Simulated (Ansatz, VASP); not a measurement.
# Two plane-wave programs on C

```
C
1.0
     0.00000   -1.75786   -1.75786
    -1.75786    0.00000   -1.75786
     1.75786    1.75786   -3.51573
C
4
Direct
  0.73746 0.76617 0.75000
  0.26254 0.23383 0.25000
  0.36246 0.39117 0.87500
  0.88754 0.85883 0.37500
```

Change from the starting cell: mode 4 frozen in at -0.037 Å, equal normal strain along x, y and z -0.0125.

Alike in both runs: task single point; functional r2SCAN; k mesh 12 × 12 × 10; occupations gaussian, width 0.05 eV; no spin polarisation.

|  | VASP | Ansatz |
| --- | --- | --- |
| version | VASP 6.6.1 | Ansatz 0.2.0 |
| potentials or method | VASP PAW PBE potentials, release 64 (C_h), cutoff 910 eV | scalar-relativistic, plane waves, PAW |
| valence electrons in the cell | 16 | 16 |

|  | VASP | Ansatz | Ansatz less VASP |
| --- | --- | --- | --- |
| gap on the k mesh at the Fermi level (eV) | 4.48 | 4.48 | -0.002 |
| least direct gap on the mesh (eV) | 5.97 | 5.97 | +0.001 |
| rms of the force components (eV/Å) | 0.299 | 0.298 | -0.0006 |

VASP's potentials were made for PBE, not for r2SCAN. Atom by atom the forces differ by 0.001 eV/Å (rms over components). The functional is the same, so the differences come from potentials, cutoffs and numerics.

Noted on VASP's run: the cutoff is short for stress, so the pressure is rough.
